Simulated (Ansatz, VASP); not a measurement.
**Two plane-wave programs on Rh**

```
Rh
1.0
     2.67014    0.00000    0.00000
    -1.33507    2.31241    0.00000
     0.00000    0.00000    4.29905
Rh
2
Cartesian
  1.3351 0.7708 3.2243
  0.0000 1.5416 1.0748
```

Alike in both runs: functional LDA; k mesh 18 × 18 × 10; occupations gaussian, width 0.1 eV; no spin polarisation.

Ansatz relaxed the structure, and its values are those at the end. VASP's run is a single point on that final structure, the one shown.

|  | VASP | Ansatz |
| --- | --- | --- |
| version | VASP 6.6.1 | Ansatz 0.2.0 |
| potentials or method | VASP PAW LDA potentials, release 64 (Rh_pv), cutoff 520 eV | scalar-relativistic, plane waves, PAW |
| valence electrons in the cell | 30 | 34 |

Ansatz gave:

```
gap on the k mesh at the Fermi level (eV) : none
pressure (GPa)                            : 0.0
```

What did VASP give for the same quantities?

gap on the k mesh at the Fermi level (eV): none; pressure (GPa): 0.9.

Ansatz warns that its potentials were made for another functional, while VASP's fit it. LDA's correlation is that of Perdew and Zunger in VASP and of Perdew and Wang (1992) in Ansatz. A gap of «none» marks a metal or a gap that the smearing closes. VASP's potentials hold 30 valence electrons a cell and Ansatz's 34, so a difference there can come from the potentials and not from the codes.
